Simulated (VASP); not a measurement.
Write the native input for VASP 6.6.1 that does the following.

```yaml
Task: single point
Functional: LDA
Potentials_or_basis: VASP PAW LDA potentials, release 64 (Al, N)
Cutoff: 520 eV
k_mesh: 8 × 8 × 4
Occupations: gaussian, width 0.01 eV
Spin: no spin polarisation
Dipole_correction: no
Further_INCAR_settings: ALGO = Normal; EDIFF = 1e-06; NBANDS = 16
```

The structure of AlN lies in POSCAR:

```
AlN
1.0
    3.0733262016      0.0000000000      0.0000000000
   -1.5366631008      2.6615785647      0.0000000000
    0.0000000000      0.0000000000      4.9582845838
Al N
2 2
Direct
    0.3333333333      0.6666666667     -0.0002326877
    0.6666666667      0.3333333333      0.4997673123
    0.3333333333      0.6666666667      0.3802326877
    0.6666666667      0.3333333333      0.8802326877
```

This cell differs from its parent crystal: in-plane strain -0.005, then relaxed in part.

The input as run:

INCAR

```
SYSTEM = AlN
PREC = Accurate
ENCUT = 520
EDIFF = 1E-6
ISMEAR = 0
SIGMA = 0.01
LREAL = .False.
LASPH = .True.
NELM = 100
ALGO = Normal
ISIF = 2
LWAVE = .False.
LCHARG = .False.
NBANDS = 16
```

KPOINTS

```
regular mesh
0
Gamma
  8 8 4
  0 0 0
```

Potentials or basis: VASP PAW LDA potentials, release 64 (Al, N).

Command:

```bash
$ cat potpaw_LDA.64/Al/POTCAR potpaw_LDA.64/N/POTCAR > POTCAR
$ mpirun -np 1 vasp_std > vasp.out
```

Results of the run:

| Property | Result |
| --- | --- |
| Pressure | 2.2 GPa |
| Band gap on the k mesh | 4.53 eV, direct |

Caveat: the cell differs from its parent crystal (in-plane strain -0.005, then relaxed in part).

It took 32 s on 1 thread of AMD EPYC 7R13 (shared host), peak memory 0.11 GiB.
